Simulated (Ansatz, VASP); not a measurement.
# Two plane-wave programs on Re

The input INCAR:

```
SYSTEM = Re
PREC     = Accurate       ! precision mode
ENCUT    = 520            ! plane-wave cutoff, eV
EDIFF    = 1E-6           ! SCF threshold, eV
ISMEAR   = -1             ! smearing method
SIGMA    = 0.1            ! smearing width, eV
LREAL    = .FALSE.        ! projectors in reciprocal space
LASPH    = .TRUE.         ! aspherical terms in the spheres
NELM     = 150            ! most SCF steps
ALGO     = Normal         ! electronic algorithm
ISIF     = 2              ! what is computed and relaxed
LWAVE    = .FALSE.        ! write WAVECAR
LCHARG   = .TRUE.         ! write CHGCAR
ISPIN    = 2              ! spin polarisation
MAGMOM   = 1.5            ! initial moments
LORBIT   = 11             ! projections on sites
LMAXMIX  = 4              ! l up to which the mixer works
GGA      = PE             ! functional
LELF     = .TRUE.         ! ELF
LVHAR    = .TRUE.       
NBANDS   = 14             ! bands
```

The input KPOINTS:

```
regular mesh
0
G
  17 17 17
  0 0 0
```

Contents of POSCAR:

```
Re
1.0
    0.0000000000      1.9750000000      1.9750000000
    1.9750000000      0.0000000000      1.9750000000
    1.9750000000      1.9750000000      0.0000000000
Re
1
Direct
    0.0000000000      0.0000000000      0.0000000000
```

Input for Ansatz:

```yaml
crystal:
  lattice:
    - [0.0, 1.975, 1.975]
    - [1.975, 0.0, 1.975]
    - [1.975, 1.975, 0.0]
  atoms:
    - { symbol: Re, position: [0.0, 0.0, 0.0], spin: 1.5 }
magnetization:
  spin_polarized: true
kpoints:
  mp_grid: { grid: [17, 17, 17] }
scf:
  occupations: { method: fermi_dirac, width: 0.1 }
  lower_state_search: "off"
hamiltonian:
  xc: pbe
  pseudopotentials: { kind: paw }
output:
  forces: true
  stress: true
  eigenvalues: true
  populations: true
  dos: { projected: true, de: 0.1, e_range: [-8, 5] }
  write_density: true
  write_potential: true
  elf: true
  volumetric_format: npy
```

Alike in both runs: task single point; functional PBE; k mesh 17 × 17 × 17; occupations fermi-dirac, width 0.1 eV; collinear spin.

|  | VASP | Ansatz |
| --- | --- | --- |
| version | VASP 6.6.1 | Ansatz 0.2.0 |
| potentials or method | VASP PAW PBE potentials, release 64 (Re) | PAW with Ansatz's default frozen-core files, scalar-relativistic |
| plane-wave cutoff (eV) | 520 | 420 |
| valence electrons in the cell | 7 | 15 |

```csv
,VASP,Ansatz,Ansatz less VASP
pressure (GPa),-9.7,-9.0,+0.69
net moment per atom (μB),0.00,0.00,0.000
```

The functional is the same, so the differences come from potentials, cutoffs and numerics. VASP's potentials hold 7 valence electrons a cell and Ansatz's 15, so a difference there can come from the potentials and not from the codes. Ansatz's warnings: seeded moment not kept.

Neither program's run includes spin-orbit coupling.
